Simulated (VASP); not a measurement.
NbP: single point with PBEsol

Crystal: NbP.

```
CELL_PARAMETERS angstrom
-1.63996 1.63996 5.52878
1.63996 -1.63996 5.52878
1.63996 1.63996 -5.52878
ATOMIC_POSITIONS crystal
Nb 0.25052 0.75052 0.50000
Nb 0.50052 0.50052 0.00000
P 0.83211 0.33211 0.50000
P 0.08211 0.08211 0.00000
```

```yaml
Program: VASP 6.6.1
Task: single point
Functional: PBEsol
Potentials_or_basis: VASP PAW PBE potentials, release 64 (Nb_sv, P)
Cutoff: 520 eV
k_mesh: 11 × 11 × 11
Occupations: fermi-dirac, width 0.05 eV
Spin: no spin polarisation
Dipole_correction: no
Further_INCAR_settings: ALGO = Normal; EDIFF = 1e-06; NBANDS = 26
```

| Quantity | Value |
| --- | --- |
| Pressure | 9.7 GPa |
| Band gap on the k mesh | 0.03 eV (least direct gap 0.05 eV) |

Levels at points of the mesh, in eV from the valence-band top:
| k point | band 15 | band 16 | band 17 | band 18 | band 19 | band 20 | band 21 | band 22 |
| --- | --- | --- | --- | --- | --- | --- | --- | --- |
| (0.00, 0.00, 0.00) | -2.34 | -1.80 | -1.38 | -1.38 | 0.83 | 1.76 | 3.00 | 3.44 |

Wall time 13 min on 1 thread of Intel Xeon 8259CL, on a shared host, peak memory 0.43 GiB.

Caveat: the cell stands under pressure; semilocal functionals underestimate gaps, and a narrow one can read as zero; the PAW data sets were made with another functional, which shifts forces and pressure a little. A k mesh can miss the band edges.
